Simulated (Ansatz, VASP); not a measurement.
AlB2As3 in VASP and in Ansatz

```
Al B As
1.0
     3.57999    0.00000    0.00000
    -1.78999    3.10036    0.00000
     0.00000    0.00000   18.21249
Al B As
2 4 6
Direct
  0.33333 0.66667 0.65507
  0.66667 0.33333 0.84856
  0.33333 0.66667 0.02248
  0.33333 0.66667 0.32809
  0.66667 0.33333 0.17539
  0.66667 0.33333 0.48040
  0.33333 0.66667 0.13830
  0.33333 0.66667 0.44372
  0.33333 0.66667 0.78846
  0.66667 0.33333 0.29094
  0.66667 0.33333 0.59522
  0.66667 0.33333 0.98536
```

Alike in both runs: functional PBE; k mesh 6 × 6 × 1; occupations gaussian, width 0.1 eV; no spin polarisation.

Ansatz relaxed the structure, and its values are those at the end. VASP's run is a single point on that final structure, the one shown.

|  | VASP | Ansatz |
| --- | --- | --- |
| version | VASP 6.6.1 | Ansatz 0.2.0 |
| potentials or method | VASP PAW PBE potentials, release 64 (Al, B, As), cutoff 520 eV | scalar-relativistic, plane waves, PAW |
| valence electrons in the cell | 48 | 108 |

|  | VASP | Ansatz | Ansatz less VASP |
| --- | --- | --- | --- |
| gap on the k mesh at the Fermi level (eV) | 0.13 | 0.14 | +0.010 |
| least direct gap on the mesh (eV) | 0.14 | 0.15 | +0.004 |
| pressure (GPa) | 0.3 | 0.0 | -0.35 |
| rms of the force components (eV/Å) | 0.010 | 0.002 | -0.0084 |

The functional is the same, so the differences come from potentials, cutoffs and numerics. VASP's potentials hold 48 valence electrons a cell and Ansatz's 108, so a difference there can come from the potentials and not from the codes.
